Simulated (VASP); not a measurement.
# K in VASP: settings compared, part 2 of 2

VASP 6.6.1. The steps go on from the part before.

### Step 5. Single point, PBE

This run uses another cell than the first one, of 80.09 Å³/atom, 1.063 times its volume.

INCAR reads:

```
ALGO = Normal
EDIFF = 1E-6
ENCUT = 520
GGA = PE
ISIF = 2
ISMEAR = -1
LASPH = True
LCHARG = False
LREAL = False
LWAVE = False
NBANDS = 10
NELM = 60
PREC = Accurate
SIGMA = 0.05
```

KPOINTS reads:

```
k-points
0
Gamma
  7 7 7
```

POSCAR reads:

```
K
1.0
   -2.6975585167      2.6975585167      2.7515096870
    2.6975585167     -2.6975585167      2.7515096870
    2.6975585167      2.6975585167     -2.7515096870
K
1
Direct
    0.0000000000      0.0000000000      0.0000000000
```

Potentials or basis: VASP PAW PBE potentials, release 64 (K_sv).

Started as:

```bash
$ cat potpaw_PBE.64/K_sv/POTCAR > POTCAR
$ mpirun -np 1 vasp_std > vasp.out
```

OUTCAR:

```text
EDIFF = 1E-6
   ENCUT = 520
   GGA = PE
   ISIF = 2
   ISMEAR = -1
   LASPH = True
   LREAL = False
   NELM = 60
   PREC = Accurate

 ion  position               nearest neighbor table
   1  0.000  0.000  0.000-

  LATTYP: Found a body centered tetragonal cell.
 ALAT       =     5.3951170334
 C/A-ratio  =     1.0200000000

  Lattice vectors:

 A1 = (  -2.6975585167,   2.6975585167,   2.7515096870)
 A2 = (   2.6975585167,  -2.6975585167,   2.7515096870)
 A3 = (   2.6975585167,   2.6975585167,  -2.7515096870)

Analysis of symmetry for initial positions (statically):
=====================================================================
 Subroutine PRICEL returns:
 Original cell was already a primitive cell.

 Routine SETGRP: Setting up the symmetry group for a
 body centered tetragonal supercell.

 Subroutine GETGRP returns: Found 16 space group operations
 (whereof 16 operations were pure point group operations)
 out of a pool of 16 trial point group operations.

The static configuration has the point symmetry D_4h.

Analysis of symmetry for dynamics (positions and initial velocities):
=====================================================================
 Subroutine PRICEL returns:
 Original cell was already a primitive cell.

 Routine SETGRP: Setting up the symmetry group for a
 body centered tetragonal supercell.

 Subroutine GETGRP returns: Found 16 space group operations
 (whereof 16 operations were pure point group operations)
 out of a pool of 16 trial point group operations.

The dynamic configuration has the point symmetry D_4h.

 Subroutine INISYM returns: Found 16 space group operations
 (whereof 16 operations are pure point group operations),
 and found     1 'primitive' translations

----------------------------------------------------------------------------------------

                                     Primitive cell

  volume of cell :      80.0890

  direct lattice vectors                    reciprocal lattice vectors
    -2.697558517  2.697558517  2.751509687     0.000000000  0.185352791  0.181718423
     2.697558517 -2.697558517  2.751509687     0.185352791  0.000000000  0.181718423
     2.697558517  2.697558517 -2.751509687     0.185352791  0.185352791  0.000000000

  length of vectors
     4.703663408  4.703663408  4.703663408     0.259571266  0.259571266  0.262128431

  position of ions in fractional coordinates (direct lattice)
     0.000000000  0.000000000  0.000000000

  ion indices of the primitive-cell ions
   primitive index   ion index
                 1           1

----------------------------------------------------------------------------------------

 KPOINTS: k-points

Automatic generation of k-mesh.
 Grid dimensions read from file:
 generate k-points for:    7    7    7

 Generating k-lattice:

  Cartesian coordinates                     Fractional coordinates (reciprocal lattice)
     0.000000000  0.026478970  0.025959775     0.142857143  0.000000000  0.000000000
     0.026478970  0.000000000  0.025959775     0.000000000  0.142857143  0.000000000
     0.026478970  0.026478970  0.000000000     0.000000000  0.000000000  0.142857143

  Length of vectors
     0.037081609  0.037081609  0.037446919

  Shift w.r.t. Gamma in fractional coordinates (k-lattice)
     0.000000000  0.000000000  0.000000000

 Subroutine IBZKPT returns following result:
 ===========================================

 Found     40 irreducible k-points:

 Following reciprocal coordinates:
            Coordinates               Weight
  0.000000  0.000000  0.000000      1.000000
  0.142857  0.000000  0.000000      8.000000
  0.285714  0.000000  0.000000      8.000000
  0.428571  0.000000  0.000000      8.000000
  0.142857  0.142857  0.000000      8.000000
  0.285714  0.142857  0.000000     16.000000
[... 16 lines left out ...]
 -0.142857  0.285714  0.142857      8.000000
 -0.428571  0.428571  0.142857      8.000000
 [... further k-points ...]
   k-points           NKPTS =     40   k-points in BZ     NKDIM =     40   number of bands    NBANDS=     10
   number of dos      NEDOS =    301   number of ions     NIONS =      1
   total plane-waves  NPLWV =  46656
   dimension x,y,z NGX =    36 NGY =   36 NGZ =   36
   dimension x,y,z NGXF=    72 NGYF=   72 NGZF=   72
   ions per type =               1
   NGX,Y,Z   is equivalent  to a cutoff of  12.72, 12.72, 12.72 a.u.
   NGXF,Y,Z  is equivalent  to a cutoff of  25.45, 25.45, 25.45 a.u.
 SYSTEM =  unknown system
   PREC   = accura    normal or accurate (medium, high low for compatibility)
   ISTART =      0    job   : 0-new  1-cont  2-samecut
   ICHARG =      2    charge: 1-file 2-atom 10-const
   ISPIN  =      1    spin polarized calculation?
   LNONCOLLINEAR =      F non collinear calculations
   LSORBIT =      F    spin-orbit coupling
   LASPH  =      T    aspherical Exc in radial PAW
   ENCUT  =  520.0 eV  38.22 Ry    6.18 a.u.   8.75  8.75  8.75*2*pi/ulx,y,z
   NELM   =     60;   NELMIN=  2; NELMDL= -5     # of ELM steps
   EDIFF  = 0.1E-05   stopping-criterion for ELM
   LREAL  =      F    real-space projection
[... 7 lines left out ...]
   TEBEG  =    0.0;   TEEND  =   0.0 temperature during run
   PSTRESS=    0.0 pullay stress
   NELECT =       9.0000    total number of electrons
   NUPDOWN=      -1.0000    fix difference up-down
   EMIN   =  10.00;   EMAX   =-10.00  energy-range for DOS
   EFERMI =   0.00;   METHOD = LEGACY
   ISMEAR =    -1;   SIGMA  =   0.05  broadening in eV -4-tet -1-fermi 0-gaus
   EFERMI_NEDOS =   21; number of points for ismear=-14 and -15
   IALGO  =     38    algorithm
   IMIX   =      4    mixing-type and parameters
     AMIX     =   0.40;   BMIX     =  1.00
     AMIX_MAG =   1.60;   BMIX_MAG =  1.00
  volume/ion in A,a.u.               =      80.09       540.47
  Fermi-wavevector in a.u.,A,eV,Ry     =   0.790008  1.492898  8.491565  0.624112
  Thomas-Fermi vector in A             =   1.895263
   LORBIT       =      0    0 simple, 1 ext, 2 COOP (PROOUT), +10 PAW based schemes
   GGA     = PE    functional components
   LHFCALC =     F    Hartree Fock is set to
   AEXX    =    0.0000 exact exchange contribution
   IVDW    =     0    specifies the selected vdW correction
   LEPSILON=     F    determine dielectric tensor
   LRPA    =     F    only Hartree local field effects (RPA)
 non-spin polarized calculation
  energy-cutoff  :      520.00
  volume of cell :       80.09
 maximum number of plane-waves:      2173
   NGX = 17   NGY = 17   NGZ = 17

 number of electron       8.9999999 magnetization

 Free energy of the ion-electron system (eV)
  ---------------------------------------------------
  ext. energy  EPLUGINS =         0.00000000
  ---------------------------------------------------
  free energy    TOTEN  =        -1.04700443 eV

  energy without entropy =       -1.03975002  energy(sigma->0) =       -1.04337722

 E-fermi :  -0.3018     XC(G=0):  -5.4505

 val. band max:       -0.3494739629   @ k =  -0.2857   0.4286   0.1429
 cond. band min:      -0.2114477046   @ k =  -0.1429  -0.4286   0.1429
 fundamental gap:      0.1380262583
 Fermi energy:        -0.3018047597

 k-point     1 :       0.0000    0.0000    0.0000
  band No.  band energies     occupation
      1     -32.4856      2.00000
      2     -15.9400      2.00000
      3     -15.9400      2.00000
      4     -15.9400      2.00000
      5      -2.3357      2.00000
      6       3.8792      0.00000
      7       3.8792      0.00000
      8       3.9712      0.00000
      9       4.7055      0.00000
     10       4.8282      0.00000

 k-point     2 :       0.1429    0.0000    0.0000
  band No.  band energies     occupation
      1     -32.4851      2.00000
      2     -15.9494      2.00000
      3     -15.9432      2.00000
      4     -15.9399      2.00000
      5      -2.1017      2.00000
      6       3.4352      0.00000
      7       3.6464      0.00000
      8       4.1081      0.00000
      9       4.4995      0.00000
     10       4.7452      0.00000
[... 274 lines left out ...]
 k-point    24 :      -0.4286    0.4286    0.1429
  band No.  band energies     occupation
      1     -32.4826      2.00000
      2     -15.9845      2.00000
      3     -15.9604      2.00000
      4     -15.9471      2.00000
      5      -0.1502      0.09195
      6       1.1020      0.00000
      7       2.8119      0.00000
      8       3.4912      0.00000
      9       4.9310      0.00000
     10       5.3703      0.00000

 [... further k-points ...]

------------------------ aborting loop because EDIFF is reached ----------------------------------------

  FORCE on cell =-STRESS in cart. coord.  units (eV):
  Direction    XX          YY          ZZ          XY          YZ          ZX
  --------------------------------------------------------------------------------------
  -------------------------------------------------------------------------------------
  Total       -0.1344163     -0.1344163     -0.1275836      0.0000000      0.0000000      0.0000000
  in kB       -2.6889943     -2.6889943     -2.5523054      0.0000000      0.0000000      0.0000000
  external PRESSURE =      -2.6434314 kB  Pullay stress =       0.0000000 kB

 VOLUME and BASIS-vectors are now :
 -----------------------------------------------------------------------------
  energy-cutoff  :      520.00
  volume of cell :       80.09
      direct lattice vectors                 reciprocal lattice vectors
    -2.697558517  2.697558517  2.751509687     0.000000000  0.185352791  0.181718423
     2.697558517 -2.697558517  2.751509687     0.185352791  0.000000000  0.181718423
     2.697558517  2.697558517 -2.751509687     0.185352791  0.185352791  0.000000000

 POSITION                                       TOTAL-FORCE (eV/Angst)
 -----------------------------------------------------------------------------------
      0.00000      0.00000      0.00000         0.000000      0.000000     -0.000000
 -----------------------------------------------------------------------------------
    total drift:                               -0.000000      0.000000      0.000000

  FREE ENERGIE OF THE ION-ELECTRON SYSTEM (eV)
  ---------------------------------------------------
  free  energy   TOTEN  =        -1.0470044286 eV

  energy  without entropy=       -1.0397500177  energy(sigma->0) =       -1.04337722
```

OSZICAR:

```text
N       E                     dE             d eps       ncg     rms          rms(c)
DAV:   1     0.461978653730E+02    0.46198E+02   -0.34751E+03   800   0.674E+02
DAV:   2     0.608226410451E+00   -0.45590E+02   -0.45033E+02   862   0.190E+02
DAV:   3    -0.995696110156E+00   -0.16039E+01   -0.16004E+01  1262   0.285E+01
DAV:   4    -0.104501521567E+01   -0.49319E-01   -0.49216E-01  1092   0.421E+00
DAV:   5    -0.104590896047E+01   -0.89374E-03   -0.89364E-03  1240   0.464E-01    0.177E+00
DAV:   6    -0.104637489256E+01   -0.46593E-03   -0.12836E-03  1252   0.223E-01    0.109E+00
DAV:   7    -0.104692026025E+01   -0.54537E-03   -0.25419E-03  1226   0.326E-01    0.492E-02
DAV:   8    -0.104699134462E+01   -0.71084E-04   -0.89577E-05   990   0.113E-01    0.172E-02
DAV:   9    -0.104700530553E+01   -0.13961E-04   -0.15161E-05  1098   0.278E-02    0.574E-03
DAV:  10    -0.104700442861E+01    0.87692E-06   -0.19255E-06  1250   0.109E-02
   1 F= -.10470044E+01 E0= -.10433772E+01  d E =-.725441E-02
```

Wall time 32 s (1 thread of Intel Xeon 6975P-C, shared host); peak memory 0.2 GiB.

Results:

```yaml
Free_energy: -1.0470 eV
Pressure: -0.3 GPa
```

### Step 6. The runs side by side

```csv
level,potentials or basis,cell,smearing,gap on the mesh (eV),pressure (GPa)
PBEsol+D3(BJ),"VASP PAW PBE potentials, release 64 (K_sv)","a = 4.609 Å, angles 109.5°, 1 atom",tetrahedron,none,-0.4
LDA,"VASP PAW LDA potentials, release 64 (K_sv)","a = 4.895 Å, angles 109.5°, 1 atom",methfessel-paxton 0.1 eV,none,-0.8
PBE,"VASP PAW PBE potentials, release 64 (K_sv)","a = 4.657 Å, angles 109.2, 109.2, 110.0°, 1 atom",fermi-dirac 0.05 eV,none,-0.2
PBE,"VASP PAW PBE potentials, release 64 (K_sv)","a = 4.704 Å, angles 110.0, 110.0, 108.4°, 1 atom",fermi-dirac 0.05 eV,none,-0.3
```

Alike in all rows: task single point; no spin polarisation; k mesh 7 × 7 × 7; cutoff (eV) 520.

Caveats: three body term missing (some runs); the PAW data sets were made with another functional, which shifts forces and pressure a little (some runs); pairwise dispersion overbinds metals, which lowers pressure and volume (some runs).

Total energies depend on the potentials used, so only differences within one code and one set of settings carry meaning.
